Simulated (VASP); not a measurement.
Input of a VASP 6.6.1 run:

INCAR

```
SYSTEM = SnTe3
PREC = Accurate
ENCUT = 520
EDIFF = 1E-6
ISMEAR = -1
SIGMA = 0.05
LREAL = .FALSE.
LASPH = .TRUE.
NELM = 100
ALGO = Normal
ISIF = 2
LWAVE = .FALSE.
LCHARG = .TRUE.
GGA = PE
LELF = .TRUE.
LVHAR = .TRUE.
NBANDS = 24
```

KPOINTS

```
Automatic mesh
0
G
  6 6 6
  0 0 0
```

File POSCAR:

```
SnTe3
1.0
    0.0000000000      3.8612190000      3.8612190000
    3.8612190000      0.0000000000      3.8612190000
    3.8612190000      3.8612190000      0.0000000000
Te Sn
3 1
Direct
    0.5000000000      0.5000000000      0.5000000000
    0.7500000000      0.7500000000      0.7500000000
    0.2500000000      0.2500000000      0.2500000000
    0.0000000000      0.0000000000      0.0000000000
```

Potentials or basis: VASP PAW PBE potentials, release 64 (Te, Sn_d).

The run is started by

```sh
$ cat potpaw_PBE.64/Te/POTCAR potpaw_PBE.64/Sn_d/POTCAR > POTCAR
$ mpirun -np 1 vasp_std > vasp.out
```

(1) Predict the band gap on the k mesh.

(2) Predict the pressure.

Answers

(1) zero (band 16 reaches 8.10 eV, above the bottom of band 17 at 5.89 eV).

(2) 0.1 GPa.

Caveat: spin-orbit coupling is left out, which moves the levels of the heavy elements.
